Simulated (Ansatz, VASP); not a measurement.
## One calculation of InP, two programs

INCAR

```
SYSTEM = InP
ALGO = Normal ; EDIFF = 1E-6
ENCUT = 520 ; GGA = PE
ISIF = 2 ; ISMEAR = -1
LASPH = .TRUE. ; LCHARG = .FALSE.
LREAL = .FALSE. ; LWAVE = .FALSE.
NBANDS = 16 ; NELM = 60
PREC = Accurate ; SIGMA = 0.03
```

KPOINTS

```
k-points
0
G
  11 11 11
  0 0 0
```

The input POSCAR:

```
InP
1.0
    0.0000000000      2.9547201066      2.9547201066
    2.9547201066      0.0000000000      2.9547201066
    2.9547201066      2.9547201066      0.0000000000
In P
1 1
Direct
    0.0000000000      0.0000000000      0.0000000000
    0.7500000000      0.7500000000      0.7500000000
```

Input for Ansatz:

```yaml
crystal:
  lattice:
    - [0.0, 2.9547201066, 2.9547201066]
    - [2.9547201066, 0.0, 2.9547201066]
    - [2.9547201066, 2.9547201066, 0.0]
  atoms:
    - { symbol: In, position: [0.0, 0.0, 0.0] }
    - { symbol: P, position: [0.75, 0.75, 0.75] }
kpoints:
  mp_grid: { grid: [11, 11, 11] }
scf:
  occupations: { method: fermi_dirac, width: 0.03 }
hamiltonian:
  xc: pbe
  pseudopotentials: { kind: all_electron, lapw: { basis_error: 0.00025 } }
output:
  forces: true
  stress: true
  eigenvalues: true
```

Change from the starting cell: volume scaled by 1.025.

Alike in both runs: task single point; functional PBE; k mesh 11 × 11 × 11; occupations fermi-dirac, width 0.03 eV; no spin polarisation.

|  | VASP | Ansatz |
| --- | --- | --- |
| version | VASP 6.6.1 | Ansatz 0.2.0 |
| potentials or method | VASP PAW PBE potentials, release 64 (In_d, P), cutoff 520 eV | all-electron LAPW, scalar-relativistic |

```tsv
	VASP	Ansatz	Ansatz less VASP
pressure (GPa)	1.5	1.6	+0.06
```

Ansatz ran all-electron here, and VASP with PAW potentials.
